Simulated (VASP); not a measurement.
# In2Ge (P6_3/mmc) in VASP: single point with PBE

Aim: the single point of In2Ge with PBE.

All numbers are computed with VASP 6.6.1; they aren't measurements. Logs are shortened: lines on timing, memory, paths and dates and some standing lists are left out, and cuts for length are marked.

## 1. The cell of the first run

Symmetry: P6_3/mmc, No. 194, hexagonal system. The conventional cell has a = 3.466 Å, b = 3.466 Å, c = 14.570 Å, α = 90.00°, β = 90.00°, γ = 120.00°. Within 4.0 Å of In (site symmetry 3m) lie 3 Ge at 3.05 Å and 9 In at 3.35 to 3.47 Å. Ge (site symmetry -6m2) has 6 In at 3.05 Å and 6 Ge at 3.47 Å within 4.0 Å.

## 2. Single point, PBE

File INCAR:

```
ALGO     = Fast           # electronic algorithm
EDIFF    = 1E-6           # SCF threshold, eV
ENCUT    = 520            # plane-wave cutoff, eV
GGA      = PE             # functional
ISIF     = 2              # what is computed and relaxed
ISMEAR   = 0              # smearing method
LASPH    = True           # aspherical terms in the spheres
LCHARG   = True           # write CHGCAR
LELF     = True           # ELF
LREAL    = False          # projectors in reciprocal space
LVHAR    = True         
LWAVE    = False          # write WAVECAR
NBANDS   = 49             # bands
NELM     = 80             # most SCF steps
PREC     = Accurate       # precision mode
SIGMA    = 0.1            # smearing width, eV
```

File KPOINTS:

```
k-points
0
Gamma
  12 12 4
```

File POSCAR:

```
In2Ge
1.0
    3.4658859995      0.0000000000      0.0000000000
   -1.7329429997      3.0015453222      0.0000000000
    0.0000000000      0.0000000000     14.5695957996
In Ge
4 2
Direct
    0.3333333333      0.6666666667      0.5922112686
    0.6666666667      0.3333333333      0.0922112686
    0.3333333333      0.6666666667      0.9077887314
    0.6666666667      0.3333333333      0.4077887314
    0.3333333333      0.6666666667      0.2500000000
    0.6666666667      0.3333333333      0.7500000000
```

Potentials or basis: VASP PAW PBE potentials, release 64 (In_d, Ge_d).

Command:

```bash
> cat potpaw_PBE.64/In_d/POTCAR potpaw_PBE.64/Ge_d/POTCAR > POTCAR
> mpirun -np 1 vasp_std > vasp.out
```

OUTCAR:

```text
EDIFF = 1E-6
   ENCUT = 520
   GGA = PE
   ISIF = 2
   ISMEAR = 0
   LASPH = True
   LREAL = False
   NELM = 80
   PREC = Accurate

 ion  position               nearest neighbor table
   1  0.333  0.667  0.592-   6 3.05   6 3.05   6 3.05   4 3.35   4 3.35   4 3.35
   2  0.667  0.333  0.092-   5 3.05   5 3.05   5 3.05   3 3.35   3 3.35   3 3.35
   3  0.333  0.667  0.908-   6 3.05   6 3.05   6 3.05   2 3.35   2 3.35   2 3.35
   4  0.667  0.333  0.408-   5 3.05   5 3.05   5 3.05   1 3.35   1 3.35   1 3.35
   5  0.333  0.667  0.250-   2 3.05   4 3.05   2 3.05   4 3.05   2 3.05   4 3.05
   6  0.667  0.333  0.750-   1 3.05   3 3.05   1 3.05   3 3.05   1 3.05   3 3.05

  LATTYP: Found a hexagonal cell.
 ALAT       =     3.4658859995
 C/A-ratio  =     4.2037146639

  Lattice vectors:

 A1 = (   3.4658859995,   0.0000000000,   0.0000000000)
 A2 = (  -1.7329429997,   3.0015453222,   0.0000000000)
 A3 = (   0.0000000000,   0.0000000000,  14.5695957996)

Analysis of symmetry for initial positions (statically):
=====================================================================
 Subroutine PRICEL returns:
 Original cell was already a primitive cell.

 Routine SETGRP: Setting up the symmetry group for a
 hexagonal supercell.

 Subroutine GETGRP returns: Found 24 space group operations
 (whereof 12 operations were pure point group operations)
 out of a pool of 24 trial point group operations.

The static configuration has the point symmetry D_3d.
 The point group associated with its full space group is D_6h.

Analysis of symmetry for dynamics (positions and initial velocities):
=====================================================================
 Subroutine PRICEL returns:
 Original cell was already a primitive cell.

 Routine SETGRP: Setting up the symmetry group for a
 hexagonal supercell.

 Subroutine GETGRP returns: Found 24 space group operations
 (whereof 12 operations were pure point group operations)
 out of a pool of 24 trial point group operations.

The dynamic configuration has the point symmetry D_3d.
 The point group associated with its full space group is D_6h.

 Subroutine INISYM returns: Found 24 space group operations
 (whereof 12 operations are pure point group operations),
 and found     1 'primitive' translations

----------------------------------------------------------------------------------------

                                     Primitive cell

  volume of cell :     151.5677

  direct lattice vectors                    reciprocal lattice vectors
     3.465886000  0.000000000  0.000000000     0.288526512  0.166580860  0.000000000
    -1.732943000  3.001545322  0.000000000     0.000000000  0.333161719  0.000000000
     0.000000000  0.000000000 14.569595800     0.000000000  0.000000000  0.068636084

  length of vectors
     3.465886000  3.465885999 14.569595800     0.333161719  0.333161719  0.068636084

  position of ions in fractional coordinates (direct lattice)
     0.333333333  0.666666667  0.592211269
     0.666666667  0.333333333  0.092211269
     0.333333333  0.666666667  0.907788731
     0.666666667  0.333333333  0.407788731
     0.333333333  0.666666667  0.250000000
     0.666666667  0.333333333  0.750000000

  ion indices of the primitive-cell ions
   primitive index   ion index
                 1           1
                 2           2
                 3           3
                 4           4
                 5           5
                 6           6

----------------------------------------------------------------------------------------

 KPOINTS: k-points

Automatic generation of k-mesh.
 Grid dimensions read from file:
 generate k-points for:   12   12    4

 Generating k-lattice:

  Cartesian coordinates                     Fractional coordinates (reciprocal lattice)
     0.024043876  0.013881738  0.000000000     0.083333333  0.000000000  0.000000000
     0.000000000  0.027763477  0.000000000     0.000000000  0.083333333  0.000000000
     0.000000000  0.000000000  0.017159021     0.000000000  0.000000000  0.250000000

  Length of vectors
     0.027763477  0.027763477  0.017159021

  Shift w.r.t. Gamma in fractional coordinates (k-lattice)
     0.000000000  0.000000000  0.000000000

 Subroutine IBZKPT returns following result:
 ===========================================

 Found     57 irreducible k-points:

 Following reciprocal coordinates:
            Coordinates               Weight
  0.000000  0.000000  0.000000      1.000000
  0.083333 -0.000000  0.000000      6.000000
  0.166667 -0.000000  0.000000      6.000000
  0.250000 -0.000000  0.000000      6.000000
  0.333333  0.000000  0.000000      6.000000
  0.416667 -0.000000  0.000000      6.000000
[... 16 lines left out ...]
  0.250000 -0.000000  0.250000     12.000000
  0.333333  0.000000  0.250000     12.000000
 [... further k-points ...]
   k-points           NKPTS =     57   k-points in BZ     NKDIM =     57   number of bands    NBANDS=     49
   number of dos      NEDOS =    301   number of ions     NIONS =      6
   total plane-waves  NPLWV =  84672
   dimension x,y,z NGX =    28 NGY =   28 NGZ =  108
   dimension x,y,z NGXF=    56 NGYF=   56 NGZF=  216
   ions per type =               4   2
   NGX,Y,Z   is equivalent  to a cutoff of  13.43, 13.43, 12.32 a.u.
   NGXF,Y,Z  is equivalent  to a cutoff of  26.86, 26.86, 24.65 a.u.
 SYSTEM =  unknown system
   PREC   = accura    normal or accurate (medium, high low for compatibility)
   ISTART =      0    job   : 0-new  1-cont  2-samecut
   ICHARG =      2    charge: 1-file 2-atom 10-const
   ISPIN  =      1    spin polarized calculation?
   LNONCOLLINEAR =      F non collinear calculations
   LSORBIT =      F    spin-orbit coupling
   LASPH  =      T    aspherical Exc in radial PAW
   ENCUT  =  520.0 eV  38.22 Ry    6.18 a.u.   6.44  6.44 27.09*2*pi/ulx,y,z
   NELM   =     80;   NELMIN=  2; NELMDL= -5     # of ELM steps
   EDIFF  = 0.1E-05   stopping-criterion for ELM
   LREAL  =      F    real-space projection
   EDIFFG = 0.1E-04   stopping-criterion for IOM
   NSW    =      0    number of steps for IOM
   IBRION =     -1    ionic relax: 0-MD 1-quasi-New 2-CG
   NFREE  =      0    steps in history (QN), initial steepest desc. (CG)
   ISIF   =      2    stress and relaxation
   ISYM   =      2    0-nonsym 1-usesym 2-fastsym
   POTIM  = 0.5000    time-step for ionic-motion
   TEBEG  =    0.0;   TEEND  =   0.0 temperature during run
   PSTRESS=    0.0 pullay stress
   NELECT =      80.0000    total number of electrons
   NUPDOWN=      -1.0000    fix difference up-down
   EMIN   =  10.00;   EMAX   =-10.00  energy-range for DOS
   EFERMI =   0.00;   METHOD = LEGACY
   ISMEAR =     0;   SIGMA  =   0.10  broadening in eV -4-tet -1-fermi 0-gaus
   EFERMI_NEDOS =   21; number of points for ismear=-14 and -15
   IALGO  =     68    algorithm
   IMIX   =      4    mixing-type and parameters
     AMIX     =   0.40;   BMIX     =  1.00
     AMIX_MAG =   1.60;   BMIX_MAG =  1.00
  volume/ion in A,a.u.               =      25.26       170.47
  Fermi-wavevector in a.u.,A,eV,Ry     =   1.323029  2.500162 23.815705  1.750405
  Thomas-Fermi vector in A             =   2.452667
   LORBIT       =      0    0 simple, 1 ext, 2 COOP (PROOUT), +10 PAW based schemes
   GGA     = PE    functional components
   LHFCALC =     F    Hartree Fock is set to
   AEXX    =    0.0000 exact exchange contribution
   IVDW    =     0    specifies the selected vdW correction
   LEPSILON=     F    determine dielectric tensor
   LRPA    =     F    only Hartree local field effects (RPA)
 non-spin polarized calculation
 RMM-DIIS sequential band-by-band and
 Gauss-broadening in eV      SIGMA  =   0.10
  energy-cutoff  :      520.00
  volume of cell :      151.57
 maximum number of plane-waves:      4122
 NGX is ok and might be reduce to    28
   NGX = 13   NGY = 13   NGZ = 55

 number of electron      79.9999986 magnetization

 Free energy of the ion-electron system (eV)
  ---------------------------------------------------
  ext. energy  EPLUGINS =         0.00000000
  ---------------------------------------------------
  free energy    TOTEN  =       -18.29339205 eV

  energy without entropy =      -18.28248581  energy(sigma->0) =      -18.28793893

 E-fermi :   6.5995     XC(G=0): -10.2279

 val. band max:        6.5851296853   @ k =   0.1667   0.1667   0.2500
 cond. band min:       6.6078650020   @ k =   0.3333   0.1667   0.0000
 fundamental gap:      0.0227353167
 Fermi energy:         6.5995068338

 k-point     1 :       0.0000    0.0000    0.0000
  band No.  band energies     occupation
      1     -18.0641      2.00000
      2     -18.0641      2.00000
      3     -18.0641      2.00000
      4     -18.0641      2.00000
      5     -18.0437      2.00000
      6     -18.0437      2.00000
[... 41 lines left out ...]
     48      14.3810      0.00000
     49      14.5498      0.00000

 k-point     2 :       0.0833   -0.0000    0.0000
  band No.  band energies     occupation
      1     -18.0643      2.00000
      2     -18.0643      2.00000
      3     -18.0627      2.00000
      4     -18.0627      2.00000
      5     -18.0429      2.00000
      6     -18.0429      2.00000
[... 41 lines left out ...]
     48      13.9930      0.00000
     49      14.5216      0.00000

 k-point     3 :       0.1667   -0.0000    0.0000
  band No.  band energies     occupation
      1     -18.0649      2.00000
      2     -18.0648      2.00000
      3     -18.0587      2.00000
      4     -18.0587      2.00000
      5     -18.0431      2.00000
      6     -18.0431      2.00000
[... 1081 lines left out ...]
     48      11.9887      0.00000
     49      13.0544      0.00000

 k-point    24 :       0.3333    0.0000    0.2500
  band No.  band energies     occupation
      1     -18.0671      2.00000
      2     -18.0671      2.00000
      3     -18.0486      2.00000
      4     -18.0486      2.00000
      5     -18.0478      2.00000
      6     -18.0478      2.00000
[... 41 lines left out ...]
     48      11.3235      0.00000
     49      12.1308      0.00000

 [... further k-points ...]

------------------------ aborting loop because EDIFF is reached ----------------------------------------

  FORCE on cell =-STRESS in cart. coord.  units (eV):
  Direction    XX          YY          ZZ          XY          YZ          ZX
  --------------------------------------------------------------------------------------
  -------------------------------------------------------------------------------------
  Total       -0.0728280     -0.0728280     -0.1186559     -0.0000000     -0.0000000      0.0000000
  in kB       -0.7698435     -0.7698435     -1.2542759     -0.0000000     -0.0000000      0.0000000
  external PRESSURE =      -0.9313209 kB  Pullay stress =       0.0000000 kB

 VOLUME and BASIS-vectors are now :
 -----------------------------------------------------------------------------
  energy-cutoff  :      520.00
  volume of cell :      151.57
      direct lattice vectors                 reciprocal lattice vectors
     3.465886000  0.000000000  0.000000000     0.288526512  0.166580860  0.000000000
    -1.732943000  3.001545322  0.000000000     0.000000000  0.333161719  0.000000000
     0.000000000  0.000000000 14.569595800     0.000000000  0.000000000  0.068636084

 POSITION                                       TOTAL-FORCE (eV/Angst)
 -----------------------------------------------------------------------------------
     -0.00000      2.00103      8.62828         0.000000      0.000000      0.007405
      1.73294      1.00052      1.34348         0.000000     -0.000000      0.007405
     -0.00000      2.00103     13.22611         0.000000      0.000000     -0.007405
      1.73294      1.00052      5.94132         0.000000      0.000000     -0.007405
     -0.00000      2.00103      3.64240        -0.000000     -0.000000      0.000000
      1.73294      1.00052     10.92720         0.000000      0.000000      0.000000
 -----------------------------------------------------------------------------------
    total drift:                               -0.000000      0.000000      0.000000

  FREE ENERGIE OF THE ION-ELECTRON SYSTEM (eV)
  ---------------------------------------------------
  free  energy   TOTEN  =       -18.2933920509 eV

  energy  without entropy=      -18.2824858090  energy(sigma->0) =      -18.28793893
```

It took 7 min on 1 thread of Intel Xeon 6975P-C (Granite Rapids), shared host; peak memory 0.5 GiB.

What came out:

```
Free energy            : -18.2934 eV
Pressure               : -0.1 GPa
Largest force          : 0.007 eV/Å
Band gap on the k mesh : zero (bands 40 and 41 overlap by 5.41 eV)
```

Forces in eV/Å, atoms in the order of the input:
```
In   0.000  0.000  0.007
In   0.000  0.000  0.007
In   0.000  0.000 -0.007
In   0.000  0.000 -0.007
Ge   0.000  0.000  0.000
Ge   0.000  0.000  0.000
```

Caveat: spin-orbit coupling is left out, which moves the levels of the heavy elements.

The gap in the log of VASP goes by the Fermi energy; the results here count the filled bands.